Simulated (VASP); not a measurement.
# SiC (P6_3mc) in VASP: a series of runs, part 2 of 2

VASP 6.6.1. The steps go on from the part before.

## (3) Single point, r2SCAN

Input file POSCAR:

```
SiC
1.0
    3.0783105055      0.0000000000      0.0000000000
   -1.5391552527      2.6658950985      0.0000000000
    0.0000000000      0.0000000000     15.1082189049
Si C
6 6
Direct
    0.3333333333      0.6666666667      0.8329803525
    0.6666666667      0.3333333333      0.3329803525
    0.6666666667      0.3333333333      0.6664987296
    0.3333333333      0.6666666667      0.1664987296
    0.0000000000      0.0000000000      0.4997152403
    0.0000000000      0.0000000000      0.9997152403
    0.0000000000      0.0000000000      0.8743698196
    0.0000000000      0.0000000000      0.3743698196
    0.3333333333      0.6666666667      0.7080026913
    0.6666666667      0.3333333333      0.2080026913
    0.6666666667      0.3333333333      0.5415341665
    0.3333333333      0.6666666667      0.0415341665
```

Input file INCAR.step1:

```
PREC = Accurate
ENCUT = 520
ISMEAR = 0
SIGMA = 0.01
LREAL = False
LASPH = True
NELM = 100
NBANDS = 36
GGA = PE
ALGO = Normal
EDIFF = 1E-4
LWAVE = True
LCHARG = False
```

Input file INCAR.step2:

```
PREC = Accurate
ENCUT = 520
EDIFF = 1E-7
ISMEAR = 0
SIGMA = 0.01
LREAL = False
LASPH = True
NELM = 100
ALGO = Normal
ISIF = 2
LWAVE = False
LCHARG = False
METAGGA = R2SCAN
LMIXTAU = True
NBANDS = 36
ISTART = 1
```

Input file KPOINTS:

```
Automatic mesh
0
Gamma
  12 12 2
```

Potentials or basis: VASP PAW PBE potentials, release 64 (Si, C).

On the command line:

```
cat potpaw_PBE.64/Si/POTCAR potpaw_PBE.64/C/POTCAR > POTCAR
cp INCAR.step1 INCAR
mpirun -np 1 vasp_std > vasp.out
cp INCAR.step2 INCAR
mpirun -np 1 vasp_std > vasp.out
```

OUTCAR:

```text
PREC = Accurate
   ENCUT = 520
   EDIFF = 1E-7
   ISMEAR = 0
   LREAL = False
   LASPH = True
   NELM = 100
   ISIF = 2
   METAGGA = R2SCAN
   ISTART = 1

 ion  position               nearest neighbor table
   1  0.333  0.667  0.833-   7 1.88   7 1.88   7 1.88   9 1.89   3 3.08   3 3.08   3 3.08   6 3.08
                             6 3.08   6 3.08
   2  0.667  0.333  0.333-   8 1.88   8 1.88   8 1.88  10 1.89   4 3.08   4 3.08   4 3.08   5 3.08
                             5 3.08   5 3.08
[... 1176 lines left out ...]

 VOLUME and BASIS-vectors are now :
 -----------------------------------------------------------------------------
  energy-cutoff  :      520.00
  volume of cell :      123.98
      direct lattice vectors                 reciprocal lattice vectors
     3.078310506  0.000000000  0.000000000     0.324853519  0.187554267  0.000000000
    -1.539155253  2.665895099  0.000000000     0.000000000  0.375108533  0.000000000
     0.000000000  0.000000000 15.108218905     0.000000000  0.000000000  0.066189139

 POSITION                                       TOTAL-FORCE (eV/Angst)
 -----------------------------------------------------------------------------------
     -0.00000      1.77726     12.58485         0.000000      0.000000      0.000759
      1.53916      0.88863      5.03074         0.000000     -0.000000      0.000759
      1.53916      0.88863     10.06961        -0.000000      0.000000     -0.000024
     -0.00000      1.77726      2.51550         0.000000     -0.000000     -0.000024
      0.00000      0.00000      7.54981         0.000000      0.000000      0.003375
      0.00000      0.00000     15.10392        -0.000000     -0.000000      0.003375
      0.00000      0.00000     13.21017        -0.000000      0.000000     -0.000909
      0.00000      0.00000      5.65606        -0.000000      0.000000     -0.000909
     -0.00000      1.77726     10.69666        -0.000000      0.000000     -0.001273
      1.53916      0.88863      3.14255        -0.000000      0.000000     -0.001273
      1.53916      0.88863      8.18162        -0.000000      0.000000     -0.001930
     -0.00000      1.77726      0.62751        -0.000000     -0.000000     -0.001930
 -----------------------------------------------------------------------------------
    total drift:                               -0.000000     -0.000000      0.000333

  FREE ENERGIE OF THE ION-ELECTRON SYSTEM (eV)
  ---------------------------------------------------
  free  energy   TOTEN  =      -115.9644477089 eV

  energy  without entropy=     -115.9644477089  energy(sigma->0) =     -115.96444771
```

OUTCAR.step1:

```text
PREC = Accurate
   ENCUT = 520
   ISMEAR = 0
   LREAL = False
   LASPH = True
[... 1205 lines left out ...]
     -0.00000      1.77726     10.69666         0.000000     -0.000000     -0.000338
      1.53916      0.88863      3.14255         0.000000      0.000000     -0.000338
      1.53916      0.88863      8.18162         0.000000     -0.000000     -0.006981
     -0.00000      1.77726      0.62751        -0.000000     -0.000000     -0.006981
 -----------------------------------------------------------------------------------
    total drift:                               -0.000000     -0.000000     -0.000109

  FREE ENERGIE OF THE ION-ELECTRON SYSTEM (eV)
  ---------------------------------------------------
  free  energy   TOTEN  =       -90.3522106793 eV

  energy  without entropy=      -90.3522106793  energy(sigma->0) =      -90.35221068
```

OSZICAR.step1:

```text
N       E                     dE             d eps       ncg     rms          rms(c)
DAV:   1     0.123849508791E+03    0.12385E+03   -0.21768E+04  2736   0.119E+03
DAV:   2    -0.896941175034E+02   -0.21354E+03   -0.19998E+03  3596   0.211E+02
DAV:   3    -0.101326062091E+03   -0.11632E+02   -0.11551E+02  3592   0.465E+01
DAV:   4    -0.101497553677E+03   -0.17149E+00   -0.17113E+00  3472   0.649E+00
DAV:   5    -0.101501198451E+03   -0.36448E-02   -0.36420E-02  3492   0.898E-01    0.216E+01
DAV:   6    -0.906518707419E+02    0.10849E+02   -0.31937E+01  3380   0.209E+01    0.967E+00
DAV:   7    -0.904006904077E+02    0.25118E+00   -0.32248E+00  3620   0.682E+00    0.414E+00
DAV:   8    -0.903559511729E+02    0.44739E-01   -0.19906E-01  3308   0.179E+00    0.128E+00
DAV:   9    -0.903513807684E+02    0.45704E-02   -0.28765E-02  3420   0.783E-01    0.182E-01
DAV:  10    -0.903520665366E+02   -0.68577E-03   -0.22431E-03  3456   0.204E-01    0.948E-02
DAV:  11    -0.903522074745E+02   -0.14094E-03   -0.29303E-04  2852   0.958E-02    0.195E-02
DAV:  12    -0.903522106793E+02   -0.32048E-05   -0.26232E-05  1900   0.228E-02
   1 F= -.90352211E+02 E0= -.90352211E+02  d E =-.659273E-53
```

Wall time 8.8 min (1 thread of Intel Xeon Platinum 8488C (Sapphire Rapids), shared host); peak memory 0.32 GiB.

What came out:

* Free energy: -115.9644 eV
* Pressure: -0.2 GPa
* Largest force: 0.003 eV/Å
* Band gap on the k mesh: 2.40 eV, indirect (least direct gap 3.56 eV)

Forces on the atoms (eV/Å):
```
Si   0.000  0.000  0.001
Si   0.000  0.000  0.001
Si   0.000  0.000  0.000
Si   0.000  0.000  0.000
Si   0.000  0.000  0.003
Si   0.000  0.000  0.003
C    0.000  0.000 -0.001
C    0.000  0.000 -0.001
C    0.000  0.000 -0.001
C    0.000  0.000 -0.001
C    0.000  0.000 -0.002
C    0.000  0.000 -0.002
```

Caveat: the PAW data sets were made with another functional, which shifts forces and pressure a little.

## (4) Relaxation of cell and atoms, PBE

Input file INCAR:

```
SYSTEM = SiC
ALGO     = Normal         ! electronic algorithm
EDIFF    = 1E-6           ! SCF threshold, eV
EDIFFG   = -0.005         ! ionic threshold
ENCUT    = 600            ! plane-wave cutoff, eV
GGA      = PE             ! functional
IBRION   = 2              ! ionic algorithm
ISIF     = 3              ! what is computed and relaxed
ISMEAR   = -1             ! smearing method
LASPH    = .TRUE.         ! aspherical terms in the spheres
LCHARG   = .FALSE.        ! write CHGCAR
LREAL    = .FALSE.        ! projectors in reciprocal space
LWAVE    = .FALSE.        ! write WAVECAR
NELM     = 60             ! most SCF steps
NSW      = 80             ! ionic steps
PREC     = Accurate       ! precision mode
SIGMA    = 0.02           ! smearing width, eV
```

Input file KPOINTS:

```
k-points
0
G
  12 12 2
  0 0 0
```

Input file POSCAR:

```
SiC
1.0
    3.0766210102      0.0000000000      0.0000000000
   -1.5383105051      2.6644319527      0.0000000000
    0.0000000000      0.0000000000     15.0980843200
Si C
6 6
Direct
    0.3333333300      0.6666666700      0.8329861500
    0.6666666700      0.3333333300      0.3329861500
    0.6666666700      0.3333333300      0.6665006000
    0.3333333300      0.6666666700      0.1665006000
    0.0000000000      0.0000000000      0.4997294200
    0.0000000000      0.0000000000      0.9997294200
    0.0000000000      0.0000000000      0.8743664100
    0.0000000000      0.0000000000      0.3743664100
    0.3333333300      0.6666666700      0.7079967800
    0.6666666700      0.3333333300      0.2079967800
    0.6666666700      0.3333333300      0.5415216400
    0.3333333300      0.6666666700      0.0415216400
```

On the command line:

```
cat potpaw_PBE.64/Si/POTCAR potpaw_PBE.64/C/POTCAR > POTCAR
mpirun -np 1 vasp_std > vasp.out
```

Wall time 8.4 min (1 thread of Intel Xeon Platinum 8488C (Sapphire Rapids), shared host); peak memory 0.38 GiB.

The run converged. Its results:

```
Free energy                            : -90.3798 eV
Relaxed volume                         : 10.49 Å³/atom
Relaxed cell                           : a = 3.094 Å, b = 3.094 Å, c = 15.181 Å, α = 90.00°, β = 90.00°, γ = 120.00°
Space group after relaxing (to 0.05 Å) : P6_3mc (No. 186)
Energy gained by relaxing              : 2.0 meV/atom
Ionic steps                            : 5
Pressure after relaxing                : 0.1 GPa
Largest force after relaxing           : 0.004 eV/Å
Band gap on the k mesh                 : 2.03 eV, indirect (least direct gap 3.13 eV)
```

Forces in eV/Å, atoms in the order of the input:
```
Si   0.000  0.000 -0.001
Si   0.000  0.000 -0.001
Si   0.000  0.000  0.000
Si   0.000  0.000  0.000
Si   0.000  0.000 -0.004
Si   0.000  0.000 -0.004
C    0.000  0.000  0.003
C    0.000  0.000  0.003
C    0.000  0.000  0.000
C    0.000  0.000  0.000
C    0.000  0.000  0.002
C    0.000  0.000  0.002
```

The path:
```csv
step,energy change (eV),largest force (eV/Å),pressure (GPa),volume (Å³)
1,0.0000,0.0075,3.72,123.77
2,0.0013,0.0174,-3.59,128.10
3,-0.0241,0.0053,0.00,125.88
4,-0.0241,0.0050,0.07,125.84
5,-0.0241,0.0045,0.07,125.84
```

Final structure:
```
CELL_PARAMETERS angstrom
3.09377 0.00000 0.00000
-1.54689 2.67928 0.00000
0.00000 0.00000 15.18131
ATOMIC_POSITIONS crystal
Si 0.33333 0.66667 0.83299
Si 0.66667 0.33333 0.33299
Si 0.66667 0.33333 0.66650
Si 0.33333 0.66667 0.16650
Si 0.00000 0.00000 0.49973
Si 0.00000 0.00000 0.99973
C 0.00000 0.00000 0.87437
C 0.00000 0.00000 0.37437
C 0.33333 0.66667 0.70800
C 0.66667 0.33333 0.20800
C 0.66667 0.33333 0.54151
C 0.33333 0.66667 0.04151
```

Levels at points of the mesh, in eV from the valence-band top:
```tsv
k point	band 22	band 23	band 24	band 25	band 26	band 27
(0.00, 0.00, 0.00)	-0.04	0.00	0.00	5.06	5.23	5.64
(0.50, 0.00, 0.00)	-1.77	-1.65	-1.10	2.03	2.21	3.19
(0.00, 0.00, 0.50)	-0.10	-0.10	-0.10	5.13	5.13	5.87
(0.50, 0.00, 0.50)	-1.70	-1.30	-1.30	2.07	2.07	3.41
```

A k mesh can miss the band edges.

## (5) The runs side by side

```tsv
task	level	cell	cutoff (eV)	smearing	gap on the mesh (eV)	pressure (GPa)
single point	r2SCAN	a = 3.078, b = 3.078, c = 15.108 Å, angles 90.0, 90.0, 120.0°, 12 atoms	520	fermi-dirac 0.02 eV	2.40	-0.2
single point	r2SCAN	a = 3.078, b = 3.078, c = 15.108 Å, angles 90.0, 90.0, 120.0°, 12 atoms	520	gaussian 0.01 eV	2.40	-0.2
relaxation of cell and atoms	PBE	relaxed from a = 3.077, b = 3.077, c = 15.098 Å, angles 90.0, 90.0, 120.0°, 12 atoms	600	fermi-dirac 0.02 eV	2.03	0.1
```

Alike in all rows: potentials or basis VASP PAW PBE potentials, release 64 (Si, C); no spin polarisation; k mesh 12 × 12 × 2.

Caveats: the PAW data sets were made with another functional, which shifts forces and pressure a little (some runs).

Absolute energies hang on the potentials; compare differences alone.
